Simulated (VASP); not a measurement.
ZrC: single point with LDA

ZrC:

```
Zr C
1.0
     0.00000    2.34913    2.34913
     2.34913    0.00000    2.34913
     2.34913    2.34913    0.00000
Zr C
1 1
Direct
  0.50000 0.50000 0.50000
  0.00000 0.00000 0.00000
```

```
Program                : VASP 6.6.1
Task                   : single point
Functional             : LDA
Potentials or basis    : VASP PAW LDA potentials, release 64 (Zr_sv, C)
Cutoff                 : 520 eV
k mesh                 : 10 × 10 × 10
Occupations            : fermi-dirac, width 0.05 eV
Spin                   : no spin polarisation
Dipole correction      : no
Further INCAR settings : ALGO = Normal; EDIFF = 1e-07; NBANDS = 15
```

The pressure is -7.8 GPa. The band gap on the k mesh is zero (band 8 reaches 10.40 eV, above the bottom of band 9 at 9.14 eV).

Levels at points of the mesh, in eV from the Fermi level:
| k point | band 5 | band 6 | band 7 | band 8 | band 9 | band 10 | band 11 | band 12 |
| --- | --- | --- | --- | --- | --- | --- | --- | --- |
| (0.00, 0.00, 0.00) | -11.17 | 0.93 | 0.93 | 0.93 | 1.03 | 1.03 | 1.03 | 2.79 |
| (0.50, 0.00, 0.00) | -8.01 | -5.32 | -2.95 | -2.95 | 4.46 | 4.46 | 5.29 | 6.56 |
| (0.50, 0.50, 0.00) | -9.99 | -2.02 | -1.82 | 0.07 | 0.07 | 4.45 | 5.63 | 5.63 |

Run time: 60 s on 1 thread of Intel Xeon 8259CL, on a shared host, peak memory 0.15 GiB.
